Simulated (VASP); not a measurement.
Zr:

```xyz
4
Lattice="2.4435 -4.1413 0.0000 2.4435 4.1413 0.0000 0.0000 0.0000 4.8935" Properties=species:S:1:pos:R:3 pbc="T T T"
Zr    2.4435    2.8782    0.3841
Zr    2.4435   -1.2631    2.0626
Zr    2.4435   -2.8782    4.5093
Zr    2.4435    1.2631    2.8309
```

| Property | Result |
| --- | --- |
| Program | VASP 6.6.1 |
| Task | relaxation of cell and atoms |
| Functional | r2SCAN |
| Potentials or basis | VASP PAW PBE potentials, release 64 (Zr_sv) |
| Cutoff | 600 eV |
| k mesh | 4 × 4 × 4 |
| Occupations | gaussian, width 0.1 eV |
| Spin | no spin polarisation |

At the start: pressure 5.1 GPa; volume 24.76 Å³/atom.

Question: Where does the relaxation end?

Answer: Over 20 steps the energy falls by 971.7 meV/atom and the volume is 24.84 Å³/atom (+0.3 %); space group Fmmm (No. 69, to 0.05 Å).

Step by step:
```tsv
step	energy change (eV)	largest force (eV/Å)	pressure (GPa)	volume (Å³)
1	0.0000	0.2419	5.10	99.03
2	-0.6139	0.9318	-1.62	110.49
3	-0.5896	1.6838	-9.18	129.73
4	-0.7608	1.3890	-5.64	119.40
5	-1.1081	1.7104	-6.45	120.53
6	-1.9297	2.0602	-7.90	122.31
7	-1.9348	1.3120	-5.24	119.34
8	-2.0701	2.0284	-7.87	122.26
9	-2.7717	1.5388	-2.37	111.53
10	-2.8338	1.3597	0.98	107.09
11	-3.1918	1.0686	0.22	107.13
12	-3.6482	0.9166	-1.95	106.70
13	-3.6529	0.8424	-1.74	106.79
14	-3.7909	0.6729	-0.73	103.28
15	-3.8483	0.4667	0.91	99.20
16	-3.8757	0.2594	-1.10	100.39
17	-3.8769	0.2335	-0.76	100.18
18	-3.8854	0.0604	0.38	98.86
19	-3.8854	0.0749	0.28	98.97
20	-3.8869	0.0367	0.03	99.37
```

Final structure:
```xyz
4
Lattice="2.3114 -5.3418 0.0000 2.3114 5.3418 0.0000 0.0000 0.0000 4.0242" Properties=species:S:1:pos:R:3 pbc="T T T"
Zr    2.3114    3.7594    4.0237
Zr    2.3114   -1.5824    2.0125
Zr    2.3114   -3.7594    0.0004
Zr    2.3114    1.5824    2.0117
```

Caveat: the k points lie up to 0.39 Å⁻¹ apart in the final cell; the PAW data sets were made with another functional, which shifts forces and pressure a little.
